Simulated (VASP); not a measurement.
# Co in VASP: single point with PBE

Aim: the single point of Co with PBE.

Everything below comes from runs of VASP 6.6.1. Logs are shortened: lines on timing, memory, paths and dates and some standing lists are left out, and cuts for length are marked.

### 1 The cell of the first run

The cell holds a slab with vacuum, 3 atoms: a = 2.493 Å, b = 2.493 Å, c = 20.037 Å, α = 90.00°, β = 90.00°, γ = 120.00°.

### 2 Single point, PBE, collinear spin, ferromagnetic start

Contents of INCAR:

```
SYSTEM = Co
ALGO = Normal
DIPOL = 0.5 0.5 0.500
EDIFF = 1E-6
ENCUT = 520
GGA = PE
IDIPOL = 3
ISIF = 2
ISMEAR = -1
ISPIN = 2
LASPH = .TRUE.
LCHARG = .FALSE.
LDIPOL = .TRUE.
LMAXMIX = 4
LORBIT = 11
LREAL = .FALSE.
LWAVE = .FALSE.
MAGMOM = 1.7 1.7 1.7
NBANDS = 24
NELM = 150
PREC = Accurate
SIGMA = 0.1
```

Contents of KPOINTS:

```
k-points
0
G
  22 22 1
  0 0 0
```

Contents of POSCAR:

```
Co
1.0
    2.4930397743      0.0000000000      0.0000000000
   -1.2465198872      2.1590357772      0.0000000000
    0.0000000000      0.0000000000     20.0369000000
Co
3
Direct
    0.0000000000      0.0000000000      0.3992626231
    0.3333333340      0.6666666660      0.5000000000
    0.0000000000      0.0000000000      0.6007373769
```

Potentials or basis: VASP PAW PBE potentials, release 64 (Co).

Run with:

```
cat potpaw_PBE.64/Co/POTCAR > POTCAR
mpirun -np 1 vasp_std > vasp.out
```

OUTCAR:

```text
SYSTEM = Co
   EDIFF = 1E-6
   ENCUT = 520
   GGA = PE
   ISIF = 2
   ISMEAR = -1
   ISPIN = 2
   LASPH = .TRUE.
   LORBIT = 11
   LREAL = .FALSE.
   NELM = 150
   PREC = Accurate

 ion  position               nearest neighbor table
   1  0.000  0.000  0.399-   2 2.48   2 2.48   2 2.48
   2  0.333  0.667  0.500-   1 2.48   3 2.48   1 2.48   3 2.48   1 2.48   3 2.48
   3  0.000  0.000  0.601-   2 2.48   2 2.48   2 2.48

  LATTYP: Found a hexagonal cell.
 ALAT       =     2.4930397743
 C/A-ratio  =     8.0371361125

  Lattice vectors:

 A1 = (   2.4930397743,   0.0000000000,   0.0000000000)
 A2 = (  -1.2465198872,   2.1590357772,   0.0000000000)
 A3 = (   0.0000000000,   0.0000000000,  20.0369000000)

Analysis of symmetry for initial positions (statically):
=====================================================================
 Subroutine PRICEL returns:
 Original cell was already a primitive cell.

 Routine SETGRP: Setting up the symmetry group for a
 hexagonal supercell.

 Subroutine GETGRP returns: Found 12 space group operations
 (whereof 12 operations were pure point group operations)
 out of a pool of 24 trial point group operations.

The static configuration has the point symmetry D_3h.

Analysis of symmetry for dynamics (positions and initial velocities):
=====================================================================
 Subroutine PRICEL returns:
 Original cell was already a primitive cell.

 Routine SETGRP: Setting up the symmetry group for a
 hexagonal supercell.

 Subroutine GETGRP returns: Found 12 space group operations
 (whereof 12 operations were pure point group operations)
 out of a pool of 24 trial point group operations.

The dynamic configuration has the point symmetry D_3h.

Analysis of structural, dynamic, and magnetic symmetry:
=====================================================================
 Subroutine PRICEL returns:
 Original cell was already a primitive cell.

 Routine SETGRP: Setting up the symmetry group for a
 hexagonal supercell.

 Subroutine GETGRP returns: Found 12 space group operations
 (whereof 12 operations were pure point group operations)
 out of a pool of 24 trial point group operations.

The overall configuration has the point symmetry D_3h.

 Subroutine INISYM returns: Found 12 space group operations
 (whereof 12 operations are pure point group operations),
 and found     1 'primitive' translations

----------------------------------------------------------------------------------------

                                     Primitive cell

  volume of cell :     107.8499

  direct lattice vectors                    reciprocal lattice vectors
     2.493039774  0.000000000  0.000000000     0.401116745  0.231584861  0.000000000
    -1.246519887  2.159035777  0.000000000     0.000000000  0.463169722  0.000000000
     0.000000000  0.000000000 20.036900000     0.000000000  0.000000000  0.049907920

  length of vectors
     2.493039774  2.493039774 20.036900000     0.463169722  0.463169722  0.049907920

  position of ions in fractional coordinates (direct lattice)
     0.000000000  0.000000000  0.399262623
     0.333333334  0.666666666  0.500000000
     0.000000000  0.000000000  0.600737377

  ion indices of the primitive-cell ions
   primitive index   ion index
                 1           1
                 2           2
                 3           3

----------------------------------------------------------------------------------------

 KPOINTS: k-points

Automatic generation of k-mesh.
 Grid dimensions read from file:
 generate k-points for:   22   22    1

 Generating k-lattice:

  Cartesian coordinates                     Fractional coordinates (reciprocal lattice)
     0.018232579  0.010526585  0.000000000     0.045454545  0.000000000  0.000000000
     0.000000000  0.021053169  0.000000000     0.000000000  0.045454545  0.000000000
     0.000000000  0.000000000  0.049907920     0.000000000  0.000000000  1.000000000

  Length of vectors
     0.021053169  0.021053169  0.049907920

  Shift w.r.t. Gamma in fractional coordinates (k-lattice)
     0.000000000  0.000000000  0.000000000

 Subroutine IBZKPT returns following result:
 ===========================================

 Found     52 irreducible k-points:

 Following reciprocal coordinates:
            Coordinates               Weight
  0.000000  0.000000  0.000000      1.000000
  0.045455  0.000000  0.000000      6.000000
  0.090909  0.000000  0.000000      6.000000
  0.136364  0.000000  0.000000      6.000000
  0.181818  0.000000  0.000000      6.000000
  0.227273  0.000000  0.000000      6.000000
[... 16 lines left out ...]
  0.090909  0.090909  0.000000      6.000000
  0.136364  0.090909  0.000000     12.000000
 [... further k-points ...]
   k-points           NKPTS =     52   k-points in BZ     NKDIM =     52   number of bands    NBANDS=     24
   number of dos      NEDOS =    301   number of ions     NIONS =      3
   total plane-waves  NPLWV =  60000
   dimension x,y,z NGX =    20 NGY =   20 NGZ =  150
   dimension x,y,z NGXF=    40 NGYF=   40 NGZF=  300
   ions per type =               3
   NGX,Y,Z   is equivalent  to a cutoff of  13.34, 13.34, 12.45 a.u.
   NGXF,Y,Z  is equivalent  to a cutoff of  26.67, 26.67, 24.89 a.u.
 SYSTEM =  Co
   PREC   = accura    normal or accurate (medium, high low for compatibility)
   ISTART =      0    job   : 0-new  1-cont  2-samecut
   ICHARG =      2    charge: 1-file 2-atom 10-const
   ISPIN  =      2    spin polarized calculation?
   LNONCOLLINEAR =      F non collinear calculations
   LSORBIT =      F    spin-orbit coupling
   LASPH  =      T    aspherical Exc in radial PAW
   ENCUT  =  520.0 eV  38.22 Ry    6.18 a.u.   4.64  4.64 37.26*2*pi/ulx,y,z
   NELM   =    150;   NELMIN=  2; NELMDL= -5     # of ELM steps
   EDIFF  = 0.1E-05   stopping-criterion for ELM
   LREAL  =      F    real-space projection
   EDIFFG = 0.1E-04   stopping-criterion for IOM
   NSW    =      0    number of steps for IOM
   IBRION =     -1    ionic relax: 0-MD 1-quasi-New 2-CG
   NFREE  =      0    steps in history (QN), initial steepest desc. (CG)
   ISIF   =      2    stress and relaxation
   ISYM   =      2    0-nonsym 1-usesym 2-fastsym
   POTIM  = 0.5000    time-step for ionic-motion
   TEBEG  =    0.0;   TEEND  =   0.0 temperature during run
   PSTRESS=    0.0 pullay stress
   NELECT =      27.0000    total number of electrons
   NUPDOWN=      -1.0000    fix difference up-down
   EMIN   =  10.00;   EMAX   =-10.00  energy-range for DOS
   EFERMI =   0.00;   METHOD = LEGACY
   ISMEAR =    -1;   SIGMA  =   0.10  broadening in eV -4-tet -1-fermi 0-gaus
   EFERMI_NEDOS =   21; number of points for ismear=-14 and -15
   IALGO  =     38    algorithm
   IMIX   =      4    mixing-type and parameters
     AMIX     =   0.40;   BMIX     =  1.00
     AMIX_MAG =   1.60;   BMIX_MAG =  1.00
  volume/ion in A,a.u.               =      35.95       242.60
  Fermi-wavevector in a.u.,A,eV,Ry     =   1.031786  1.949793 14.484517  1.064582
  Thomas-Fermi vector in A             =   2.165951
   LORBIT       =     11    0 simple, 1 ext, 2 COOP (PROOUT), +10 PAW based schemes
   GGA     = PE    functional components
   LHFCALC =     F    Hartree Fock is set to
   AEXX    =    0.0000 exact exchange contribution
   IVDW    =     0    specifies the selected vdW correction
   LEPSILON=     F    determine dielectric tensor
   LRPA    =     F    only Hartree local field effects (RPA)
 spin polarized calculation
  energy-cutoff  :      520.00
  volume of cell :      107.85
 maximum number of plane-waves:      2943
 NGX is ok and might be reduce to    20
   NGX =  9   NGY =  9   NGZ = 75

 dipolmoment           0.000000      0.000000     -0.000000 electrons x Angstroem

 number of electron      27.0000002 magnetization       5.1147587

 dipolmoment           0.000000      0.000000      0.000000 electrons x Angstroem

 Free energy of the ion-electron system (eV)
  ---------------------------------------------------
  ext. energy  EPLUGINS =         0.00000000
  ---------------------------------------------------
  free energy    TOTEN  =       -19.70357888 eV

  energy without entropy =      -19.58740002  energy(sigma->0) =      -19.64548945

 E-fermi :  -0.2665     XC(G=0):  -5.0222

 val. band max:       -0.2784572815   @ k =   0.2727   0.1364   0.0000
 cond. band min:      -0.2613164572   @ k =   0.3636   0.1364   0.0000
 fundamental gap:      0.0171408244
 Fermi energy:        -0.2665448702

 spin component 1

 k-point     1 :       0.0000    0.0000    0.0000
  band No.  band energies     occupation
      1      -8.4500      1.00000
      2      -6.5011      1.00000
      3      -5.4473      1.00000
      4      -3.1050      1.00000
      5      -3.0684      1.00000
      6      -2.9366      1.00000
[... 637 lines left out ...]
     23       8.2965      0.00000
     24       8.7405      0.00000

 [... further k-points ...]

 spin component 2

 k-point     1 :       0.0000    0.0000    0.0000
  band No.  band energies     occupation
      1      -8.4375      1.00000
      2      -6.3708      1.00000
      3      -4.7112      1.00000
      4      -1.5447      1.00000
      5      -1.4610      0.99999
      6      -1.2571      0.99995
[... 637 lines left out ...]
     23       8.3102      0.00000
     24       8.9104      0.00000

 [... further k-points ...]

------------------------ aborting loop because EDIFF is reached ----------------------------------------

 vacuum level on the upper side and lower side of the slab       (xc-potential included)         0.007         0.007

  FORCE on cell =-STRESS in cart. coord.  units (eV):
  Direction    XX          YY          ZZ          XY          YZ          ZX
  --------------------------------------------------------------------------------------
  -------------------------------------------------------------------------------------
  Total       -1.9147384     -1.9147384     -0.9568262      0.0000000     -0.0000000      0.0000000
  in kB      -28.4446409    -28.4446409    -14.2142540      0.0000000     -0.0000000      0.0000000
  external PRESSURE =     -23.7011786 kB  Pullay stress =       0.0000000 kB

 VOLUME and BASIS-vectors are now :
 -----------------------------------------------------------------------------
  energy-cutoff  :      520.00
  volume of cell :      107.85
      direct lattice vectors                 reciprocal lattice vectors
     2.493039774  0.000000000  0.000000000     0.401116745  0.231584861  0.000000000
    -1.246519887  2.159035777  0.000000000     0.000000000  0.463169722  0.000000000
     0.000000000  0.000000000 20.036900000     0.000000000  0.000000000  0.049907920

 POSITION                                       TOTAL-FORCE (eV/Angst)
 -----------------------------------------------------------------------------------
      0.00000      0.00000      7.99999        -0.000000      0.000000      0.235549
      0.00000      1.43936     10.01845         0.000000     -0.000000      0.000000
      0.00000      0.00000     12.03691        -0.000000      0.000000     -0.235549
 -----------------------------------------------------------------------------------
    total drift:                               -0.000000      0.000000     -0.000000

  FREE ENERGIE OF THE ION-ELECTRON SYSTEM (eV)
  ---------------------------------------------------
  free  energy   TOTEN  =       -19.7035788848 eV

  energy  without entropy=      -19.5874000226  energy(sigma->0) =      -19.64548945

 vacuum level on the upper side and lower side of the slab         4.722         4.722

 total charge

# of ion       s       p       d       tot
------------------------------------------
    1        0.479   0.400   7.226   8.105
    2        0.482   0.516   7.262   8.259
    3        0.479   0.400   7.226   8.105
--------------------------------------------------
tot          1.439   1.316  21.715  24.470

 magnetization (x)

# of ion       s       p       d       tot
------------------------------------------
    1       -0.009  -0.042   1.795   1.744
    2       -0.016  -0.054   1.762   1.692
    3       -0.009  -0.042   1.795   1.744
--------------------------------------------------
tot         -0.033  -0.137   5.351   5.181
```

It took 4.2 min on 1 thread of AMD EPYC 9R45 (Zen 5), shared host; peak memory 0.36 GiB.

What came out:

* Free energy: -19.7036 eV
* Largest force: 0.236 eV/Å
* Net moment: 5.11 μB per cell
* Site moments: Co +1.74, +1.69 (each value once) μB
* Valence electrons inside the program's atomic spheres: Co 8.11, 8.26 (each value once)

Forces on the atoms (eV/Å):
```
Co   0.000  0.000  0.236
Co   0.000  0.000  0.000
Co   0.000  0.000 -0.236
```

Levels at points of the mesh, in eV from the Fermi level:
Spin up:
| k point | band 13 | band 14 | band 15 | band 16 | band 17 | band 18 | band 19 | band 20 |
| --- | --- | --- | --- | --- | --- | --- | --- | --- |
| (0.00, 0.00, 0.00) | -1.72 | -1.19 | -1.19 | -1.18 | -0.98 | -0.98 | 0.24 | 4.58 |
| (0.50, 0.00, 0.00) | -0.73 | -0.53 | -0.53 | 1.14 | 1.84 | 2.97 | 6.59 | 6.99 |
Spin down:
```csv
k point,band 7,band 8,band 9,band 10,band 11,band 12,band 13,band 14,band 15,band 16
"(0.00, 0.00, 0.00)",-0.99,-0.81,-0.81,-0.60,-0.60,-0.50,0.23,0.23,0.27,0.73
"(0.50, 0.00, 0.00)",-0.74,-0.66,-0.07,0.16,0.63,1.00,1.19,1.39,1.40,2.01
```
